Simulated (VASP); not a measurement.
Crystal: Re.

```
Re
1.0
     2.76080    0.00000    0.00000
    -1.38040    2.39092    0.00000
     0.00000    0.00000    4.45820
Re
2
Direct
  0.66667 0.33333 0.75000
  0.33333 0.66667 0.25000
```

Base run:

| Property | Result |
| --- | --- |
| Program | VASP 6.6.1 |
| Functional | BLYP |
| Potentials or basis | VASP PAW PBE potentials, release 64 (Re_sv_GW) |
| Cutoff | 560 eV |
| k mesh | 11 × 11 × 6 |
| Occupations | fermi-dirac, width 0.05 eV |
| Spin | no spin polarisation |

Its results: band gap on the k mesh zero (bands 15 and 16 overlap by 3.36 eV); pressure 19.7 GPa.

Task: The run is repeated on the same cell with these changes: k mesh from 11 × 11 × 6 to 6 × 6 × 4. What comes out?

Result: Band gap on the k mesh zero (bands 15 and 16 overlap by 3.08 eV); pressure 20.8 GPa.

Caveats: some runs use coarse meshes; the PAW data sets were made with another functional, which shifts forces and pressure a little; spin-orbit coupling is left out, which moves the levels of the heavy elements; the cell stands under pressure (at least some runs).
